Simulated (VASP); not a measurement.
# SnO (P6/mmm) in VASP: relaxation of cell and atoms with PBE

Aim: the relaxation of cell and atoms of SnO with PBE.

Everything below comes from runs of VASP 6.6.1. Logs are shortened: lines on timing, memory, paths and dates and some standing lists are left out, and cuts for length are marked.

## Step 1: The cell of the first run

The structure is hexagonal, space group P6/mmm (No. 191). The conventional cell has a = 3.418 Å, b = 3.418 Å, c = 4.024 Å, α = 90.00°, β = 90.00°, γ = 120.00°. Within 2.7 Å of Sn (site symmetry 6/mmm) lie 2 O at 2.01 Å. O (site symmetry 6/mmm) has 2 Sn at 2.01 Å within 2.7 Å.

The cell was built from a structure type or drawn by symmetry, and may not be a known phase.

## Step 2: Relaxation of cell and atoms, PBE

File INCAR:

```
SYSTEM = SnO
PREC = Accurate
ENCUT = 600
EDIFF = 1E-6
ISMEAR = 0
SIGMA = 0.1
LREAL = .FALSE.
LASPH = .TRUE.
NELM = 100
ALGO = Normal
ISIF = 3
LWAVE = .FALSE.
LCHARG = .FALSE.
GGA = PE
IBRION = 2
NSW = 100
EDIFFG = -0.01
```

File KPOINTS:

```
regular mesh
0
G
  18 18 14
  0 0 0
```

File POSCAR:

```
SnO
1.0
    3.4176030055      0.0000000000      0.0000000000
   -1.7088015027      2.9597310228      0.0000000000
    0.0000000000      0.0000000000      4.0242327764
Sn O
1 1
Direct
    0.0000000000      0.0000000000      0.5000000000
    0.0000000000      0.0000000000      0.0000000000
```

Potentials or basis: VASP PAW PBE potentials, release 64 (Sn_d, O).

Run with:

```console
cat potpaw_PBE.64/Sn_d/POTCAR potpaw_PBE.64/O/POTCAR > POTCAR
mpirun -np 1 vasp_std > vasp.out
```

OUTCAR:

```text
SYSTEM = SnO
   PREC = Accurate
   ENCUT = 600
   EDIFF = 1E-6
   ISMEAR = 0
   LREAL = .FALSE.
   LASPH = .TRUE.
   NELM = 100
   ISIF = 3
   GGA = PE
   IBRION = 2
   NSW = 100
   EDIFFG = -0.01

 ion  position               nearest neighbor table
   1  0.000  0.000  0.500-   2 2.01   2 2.01
   2  0.000  0.000  0.000-   1 2.01   1 2.01

  LATTYP: Found a hexagonal cell.
 ALAT       =     3.4176030055
 C/A-ratio  =     1.1775015325

  Lattice vectors:

 A1 = (   3.4176030055,   0.0000000000,   0.0000000000)
 A2 = (  -1.7088015027,   2.9597310228,   0.0000000000)
 A3 = (   0.0000000000,   0.0000000000,   4.0242327764)

Analysis of symmetry for initial positions (statically):
=====================================================================
 Subroutine PRICEL returns:
 Original cell was already a primitive cell.

 Routine SETGRP: Setting up the symmetry group for a
 hexagonal supercell.

 Subroutine GETGRP returns: Found 24 space group operations
 (whereof 24 operations were pure point group operations)
 out of a pool of 24 trial point group operations.

The static configuration has the point symmetry D_6h.

Analysis of symmetry for dynamics (positions and initial velocities):
=====================================================================
 Subroutine PRICEL returns:
 Original cell was already a primitive cell.

 Routine SETGRP: Setting up the symmetry group for a
 hexagonal supercell.

 Subroutine GETGRP returns: Found 24 space group operations
 (whereof 24 operations were pure point group operations)
 out of a pool of 24 trial point group operations.

The dynamic configuration has the point symmetry D_6h.

 Subroutine INISYM returns: Found 24 space group operations
 (whereof 24 operations are pure point group operations),
 and found     1 'primitive' translations

----------------------------------------------------------------------------------------

                                     Primitive cell

  volume of cell :      40.7059

  direct lattice vectors                    reciprocal lattice vectors
     3.417603006  0.000000000  0.000000000     0.292602739  0.168934270  0.000000000
    -1.708801503  2.959731023  0.000000000     0.000000000  0.337868540  0.000000000
     0.000000000  0.000000000  4.024232776     0.000000000  0.000000000  0.248494572
[... 98 lines left out ...]
   EFERMI =   0.00;   METHOD = LEGACY
   ISMEAR =     0;   SIGMA  =   0.10  broadening in eV -4-tet -1-fermi 0-gaus
   EFERMI_NEDOS =   21; number of points for ismear=-14 and -15
   IALGO  =     38    algorithm
   IMIX   =      4    mixing-type and parameters
     AMIX     =   0.40;   BMIX     =  1.00
     AMIX_MAG =   1.60;   BMIX_MAG =  1.00
  volume/ion in A,a.u.               =      20.35       137.35
  Fermi-wavevector in a.u.,A,eV,Ry     =   1.291812  2.441170 22.705092  1.668777
  Thomas-Fermi vector in A             =   2.423558
   LORBIT       =      0    0 simple, 1 ext, 2 COOP (PROOUT), +10 PAW based schemes
   GGA     = PE    functional components
   LHFCALC =     F    Hartree Fock is set to
   AEXX    =    0.0000 exact exchange contribution
   IVDW    =     0    specifies the selected vdW correction
   LEPSILON=     F    determine dielectric tensor
   LRPA    =     F    only Hartree local field effects (RPA)
 conjugate gradient relaxation of ions
 non-spin polarized calculation
 Gauss-broadening in eV      SIGMA  =   0.10
  energy-cutoff  :      600.00
  volume of cell :       40.71
 maximum number of plane-waves:      1380
 NGX is ok and might be reduce to    28
   NGX = 13   NGY = 13   NGZ = 17

--------------------------------------- Ionic step        1  -------------------------------------------

 number of electron      19.9999995 magnetization

 Free energy of the ion-electron system (eV)
  ---------------------------------------------------
  ext. energy  EPLUGINS =         0.00000000
  ---------------------------------------------------
  free energy    TOTEN  =        -9.88333292 eV

  energy without entropy =       -9.88225826  energy(sigma->0) =       -9.88279559

------------------------ aborting loop because EDIFF is reached ----------------------------------------

  FORCE on cell =-STRESS in cart. coord.  units (eV):
  Direction    XX          YY          ZZ          XY          YZ          ZX
  --------------------------------------------------------------------------------------
  -------------------------------------------------------------------------------------
  Total       -0.0144804     -0.0144804      0.1699219     -0.0000000      0.0000000      0.0000000
  in kB       -0.5699471     -0.5699471      6.6881045     -0.0000000      0.0000000      0.0000000
  external PRESSURE =       1.8494034 kB  Pullay stress =       0.0000000 kB
[... 59 lines left out ...]
--------------------------------------- Ionic step        3  -------------------------------------------

 number of electron      19.9999995 magnetization

 Free energy of the ion-electron system (eV)
  ---------------------------------------------------
  ext. energy  EPLUGINS =         0.00000000
  ---------------------------------------------------
  free energy    TOTEN  =        -9.88343233 eV

  energy without entropy =       -9.88235952  energy(sigma->0) =       -9.88289592

 E-fermi :   4.3265     XC(G=0):  -9.5432

 val. band max:        4.3058036764   @ k =   0.1667  -0.0000   0.5000
 cond. band min:       4.3478148110   @ k =   0.3333   0.3333   0.3571
 fundamental gap:      0.0420111346
 Fermi energy:         4.3265304785

 k-point     1 :       0.0000    0.0000    0.0000
  band No.  band energies     occupation
      1     -17.3010      2.00000
      2     -16.8475      2.00000
      3     -16.8475      2.00000
      4     -16.5608      2.00000
      5     -16.5608      2.00000
      6     -12.5780      2.00000
      7      -2.0076      2.00000
      8      -1.1138      2.00000
      9       2.7637      2.00000
     10       2.7637      2.00000
     11      11.4615      0.00000
     12      12.9550      0.00000
     13      13.0457      0.00000
     14      13.0457      0.00000
[... 377 lines left out ...]
      1     -17.2485      2.00000
      2     -16.8514      2.00000
      3     -16.7382      2.00000
      4     -16.6111      2.00000
      5     -16.5773      2.00000
      6     -12.1850      2.00000
      7      -0.6901      2.00000
      8      -0.0286      2.00000
      9       1.5160      2.00000
     10       2.2788      2.00000
     11       5.1125      0.00000
     12       8.6443      0.00000
     13      13.4510      0.00000
     14      13.9572      0.00000

 [... further k-points ...]
[... 5 lines left out ...]
  --------------------------------------------------------------------------------------
  -------------------------------------------------------------------------------------
  Total       -0.0037650     -0.0037650      0.0021719     -0.0000000      0.0000000      0.0000000
  in kB       -0.1480474     -0.1480474      0.0854025     -0.0000000      0.0000000      0.0000000
  external PRESSURE =      -0.0702308 kB  Pullay stress =       0.0000000 kB
[... 17 lines left out ...]
  FREE ENERGIE OF THE ION-ELECTRON SYSTEM (eV)
  ---------------------------------------------------
  free  energy   TOTEN  =        -9.8834323284 eV

  energy  without entropy=       -9.8823595189  energy(sigma->0) =       -9.88289592

 reached required accuracy - stopping structural energy minimisation
```

OSZICAR:

```text
N       E                     dE             d eps       ncg     rms          rms(c)
DAV:   1     0.148814767741E+03    0.14881E+03   -0.11475E+04  8306   0.219E+03
DAV:   2     0.200566479505E+01   -0.14681E+03   -0.14174E+03  9338   0.436E+02
[... 23 lines left out ...]
DAV:   1    -0.988510240818E+01   -0.23024E-02   -0.54579E-02 10160   0.413E+00    0.239E-01
DAV:   2    -0.988400557724E+01    0.10968E-02   -0.46455E-03 11500   0.112E+00    0.147E-01
DAV:   3    -0.988352847183E+01    0.47711E-03   -0.94862E-04 10016   0.390E-01    0.523E-02
DAV:   4    -0.988342886292E+01    0.99609E-04   -0.19654E-04 12008   0.251E-01    0.109E-02
DAV:   5    -0.988343099436E+01   -0.21314E-05   -0.37433E-05 10262   0.849E-02    0.459E-03
DAV:   6    -0.988343203821E+01   -0.10439E-05   -0.19543E-06  6672   0.149E-02    0.209E-03
DAV:   7    -0.988343232837E+01   -0.29016E-06   -0.26352E-07  4306   0.718E-03
   3 F= -.98834323E+01 E0= -.98828959E+01  d E =-.994125E-04
```

CONTCAR:

```text
SnO
   1.00000000000000
     3.4172643565678698   -0.0000000000000057    0.0000000000000000
    -1.7086321782339449    2.9594377442218174    0.0000000000000000
     0.0000000000000000    0.0000000000000000    4.0289120631965503
  Sn              O
     1     1
Direct
     0.0000000000000000    0.0000000000000000    0.5000000000000000
     0.0000000000000000    1.0000000000000000    0.0000000000000000

  0.00000000E+00  0.00000000E+00  0.00000000E+00
  0.00000000E+00  0.00000000E+00  0.00000000E+00
```

It took 4.5 min on 1 thread of Intel Xeon Platinum 8259CL at 2.50GHz (Skylake/Cascade Lake), shared host; peak memory 0.34 GiB.

Results:

- Free energy: -9.8834 eV
- Relaxed volume: 20.37 Å³/atom
- Relaxed cell: a = 3.417 Å, b = 3.417 Å, c = 4.029 Å, α = 90.00°, β = 90.00°, γ = 120.00°
- Space group after relaxing (to 0.1 Å): P6/mmm (No. 191)
- Energy gained by relaxing: 0.0 meV/atom
- Ionic steps: 3
- Pressure after relaxing: 0.0 GPa
- Band gap on the k mesh: zero (bands 10 and 11 overlap by 0.88 eV)

Final structure:
```
Sn O
1.0
     3.41726    0.00000    0.00000
    -1.70863    2.95944    0.00000
     0.00000    0.00000    4.02891
Sn O
1 1
Direct
  0.00000 0.00000 0.50000
  0.00000 0.00000 0.00000
```

Caveat: spin-orbit coupling is left out, which moves the levels of the heavy elements.
